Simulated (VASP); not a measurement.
Here is a VASP 6.6.1 calculation.

INCAR

```
SYSTEM = Ta3Cu
PREC     = Accurate       ! precision mode
ENCUT    = 600            ! plane-wave cutoff, eV
EDIFF    = 1E-6           ! SCF threshold, eV
ISMEAR   = -1             ! smearing method
SIGMA    = 0.05           ! smearing width, eV
LREAL    = .FALSE.        ! projectors in reciprocal space
LASPH    = .TRUE.         ! aspherical terms in the spheres
NELM     = 120            ! most SCF steps
ALGO     = Normal         ! electronic algorithm
ISIF     = 2              ! what is computed and relaxed
LWAVE    = .FALSE.        ! write WAVECAR
LCHARG   = .FALSE.        ! write CHGCAR
GGA      = CA             ! functional
NBANDS   = 30             ! bands
GGA_COMPAT= .FALSE.
```

KPOINTS

```
Automatic mesh
0
G
  9 9 9
  0 0 0
```

File POSCAR:

```
Ta3Cu
1.0
   -2.0065070000      2.0065070000      4.2081700000
    2.0065070000     -2.0065070000      4.2081700000
    2.0065070000      2.0065070000     -4.2081700000
Ta Cu
3 1
Direct
    0.5000000000      0.5000000000      0.0000000000
    0.2500000000      0.7500000000      0.5000000000
    0.7500000000      0.2500000000      0.5000000000
    0.0000000000      0.0000000000      0.0000000000
```

Potentials or basis: VASP PAW LDA potentials, release 64 (Ta_pv, Cu).

Run with:

```console
$ cat potpaw_LDA.64/Ta_pv/POTCAR potpaw_LDA.64/Cu/POTCAR > POTCAR
$ mpirun -np 1 vasp_std > vasp.out
```

Q: Estimate the band gap on the k mesh.

A: Zero (bands 22 and 23 overlap by 1.34 eV).

Q: What does it give for the pressure?

A: -10.4 GPa.

Stress tensor (GPa, compression positive):
```
-10.12   0.00   0.00
  0.00 -10.12   0.00
  0.00   0.00 -10.85
```

Caveat: the cell stands under tension; spin-orbit coupling is left out, which moves the levels of the heavy elements.
